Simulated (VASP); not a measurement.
Wanted: the native input for a VASP 6.6.1 run.

| Property | Result |
| --- | --- |
| Task | single point |
| Functional | PBEsol |
| Potentials or basis | VASP PAW PBE potentials, release 64 (V_sv) |
| Cutoff | 520 eV |
| k mesh | 12 × 12 × 6 |
| Occupations | fermi-dirac, width 0.05 eV |
| Spin | collinear spin, antiferromagnetic start |
| Starting moments | [2.0, -2.0] μB |
| Dipole correction | no |
| Further INCAR settings | ALGO = Fast; EDIFF = 1e-06; NBANDS = 24 |

The structure of V lies in POSCAR:

```
V
1.0
    2.6042941027      0.0000000000      0.0000000000
   -1.3021470513      2.2553848518      0.0000000000
    0.0000000000      0.0000000000      4.7233360000
V
2
Direct
    0.3333333333      0.6666666667      0.2500000000
    0.6666666667      0.3333333333      0.7500000000
```

This isn't the form of V at room conditions, which is bcc.

The input as run:

INCAR

```
SYSTEM = V
PREC = Accurate
ENCUT = 520
EDIFF = 1E-6
ISMEAR = -1
SIGMA = 0.05
LREAL = .FALSE.
LASPH = .TRUE.
NELM = 150
ALGO = Fast
ISIF = 2
LWAVE = .FALSE.
LCHARG = .FALSE.
ISPIN = 2
MAGMOM = 2 -2
LORBIT = 11
LMAXMIX = 4
GGA = PS
NBANDS = 24
```

KPOINTS

```
regular mesh
0
G
  12 12 6
  0 0 0
```

Potentials or basis: VASP PAW PBE potentials, release 64 (V_sv).

Command:

```console
$ cat potpaw_PBE.64/V_sv/POTCAR > POTCAR
$ mpirun -np 1 vasp_std > vasp.out
```

Results of the run:

| Item | Value |
| --- | --- |
| Pressure | -7.0 GPa |
| Band gap on the k mesh | zero (filled and empty bands overlap) |
| Net moment | 0.00 μB per cell |
| Valence electrons inside the program's atomic spheres | V 11.63 |

Caveat: the cell stands under tension; the PAW data sets were made with another functional, which shifts forces and pressure a little.

Wall time 2.4 min on 1 thread of Intel Xeon 8259CL (shared host), peak memory 0.2 GiB.
